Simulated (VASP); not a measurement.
## GeB2C3: relaxation of cell and atoms with PBE

GeB2C3:

```
CELL_PARAMETERS angstrom
2.44931 1.41411 3.93985
-2.44931 1.41411 3.93985
0.00000 -2.82822 3.93985
ATOMIC_POSITIONS crystal
Ge 0.00000 0.00000 0.00000
B 0.62892 0.62892 0.62892
B 0.37108 0.37108 0.37108
C 0.00000 0.50000 0.00000
C 0.50000 0.00000 0.00000
C 0.00000 0.00000 0.50000
```

The cell was generated, and may not be a known phase.

```yaml
Program: VASP 6.6.1
Task: relaxation of cell and atoms
Functional: PBE
Potentials_or_basis: VASP PAW PBE potentials, release 64 (Ge_d, B, C)
Cutoff: 600 eV
k_mesh: 6 × 6 × 6
Occupations: gaussian, width 0.1 eV
Spin: no spin polarisation
Dipole_correction: no
Further_INCAR_settings: ALGO = Normal; EDIFF = 1e-06; IBRION = 2; EDIFFG = -0.04; NSW = 90; ISIF = 3
```

| Property | Result |
| --- | --- |
| Relaxed volume | 9.62 Å³/atom |
| Relaxed cell | a = 3.886 Å, b = 3.886 Å, c = 3.886 Å, α = 95.69°, β = 95.69°, γ = 95.69° |
| Space group after relaxing (to 0.1 Å) | R-3m (No. 166) |
| Pressure after relaxing | -0.2 GPa |
| Band gap on the k mesh | zero (bands 16 and 17 overlap by 2.96 eV) |

Forces on the atoms (eV/Å):
```
Ge   0.000  0.000  0.000
B    0.000  0.000 -0.002
B    0.000  0.000  0.002
C    0.000  0.000  0.000
C    0.000  0.000  0.000
C    0.000  0.000  0.000
```

Stress tensor (GPa, compression positive):
```
-0.15  0.00  0.00
 0.00 -0.15  0.00
 0.00  0.00 -0.32
```

Final structure:
```yaml
crystal:
  lattice:
    - [2.88050, 1.66305, 2.00859]
    - [-2.88050, 1.66305, 2.00859]
    - [0.00000, -3.32611, 2.00859]
  atoms:
    - { symbol: Ge, position: [0.00000, 0.00000, 0.00000] }
    - { symbol: B, position: [0.64922, 0.64922, 0.64922] }
    - { symbol: B, position: [0.35078, 0.35078, 0.35078] }
    - { symbol: C, position: [0.00000, 0.50000, 0.00000] }
    - { symbol: C, position: [0.50000, 0.00000, 0.00000] }
    - { symbol: C, position: [0.00000, 0.00000, 0.50000] }
```

Levels at points of the mesh, in eV from the Fermi level:
```tsv
k point	band 13	band 14	band 15	band 16	band 17	band 18	band 19	band 20
(0.00, 0.00, 0.00)	-3.07	-3.07	-0.17	0.60	1.34	1.67	1.67	2.43
(0.50, 0.00, 0.00)	-3.22	-2.90	-0.71	-0.22	-0.13	1.19	1.56	2.21
(0.50, 0.50, 0.00)	-2.75	-2.46	-1.64	-1.37	0.36	1.76	2.68	3.09
(0.50, 0.50, 0.50)	-6.04	-0.11	-0.11	2.48	2.48	2.54	3.09	5.80
```

Wall time 19 min on 1 thread of Intel(R) Xeon(R) 6975P-C (Granite Rapids) (shared host), peak memory 0.3 GiB.

Caveat: the volume moved by over 15 % at a fixed basis, so the end points are rough.
